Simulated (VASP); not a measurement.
Ti4S: single point with PBE

The system is Ti4S, a slab with vacuum.

```xyz
5
Lattice="3.2553 0.0000 0.0000 0.0000 3.2553 0.0000 0.0000 0.0000 20.1794" Properties=species:S:1:pos:R:3 pbc="T T T"
Ti    1.6277    1.6277    4.0000
Ti    0.0000    0.0000    5.6277
Ti    1.6277    1.6277    7.1674
Ti    0.0000    0.0000    8.6794
S     0.4069    1.2208   10.3828
```

| Property | Result |
| --- | --- |
| Program | VASP 6.6.1 |
| Task | single point |
| Functional | PBE |
| Potentials or basis | VASP PAW PBE potentials, release 64 (Ti_sv, S) |
| Cutoff | 520 eV |
| k mesh | 8 × 8 × 1 |
| Occupations | gaussian, width 0.1 eV |
| Spin | no spin polarisation |

The largest force is 1.739 eV/Å. The band gap on the k mesh is zero (bands 27 and 28 overlap by 0.59 eV).

Forces in eV/Å, atoms in the order of the input:
```
Ti  -0.025 -0.051  0.541
Ti   0.055  0.145 -0.586
Ti  -0.239 -0.145 -0.694
Ti  -0.302 -1.543  0.744
S    0.512  1.593 -0.004
```

Levels at points of the mesh, in eV from the Fermi level:
```tsv
k point	band 25	band 26	band 27	band 28	band 29	band 30
(0.00, 0.00, 0.00)	-0.25	0.16	0.24	0.92	0.93	1.00
(0.50, 0.00, 0.00)	-0.20	-0.05	0.04	0.18	0.66	0.77
(0.00, 0.50, 0.00)	-0.31	-0.18	0.05	0.12	0.64	0.82
(0.50, 0.50, 0.00)	-0.64	-0.40	-0.39	-0.18	0.06	0.27
```

It took 12 min on 1 thread of AMD EPYC 7R13, on a shared host, peak memory 0.37 GiB.
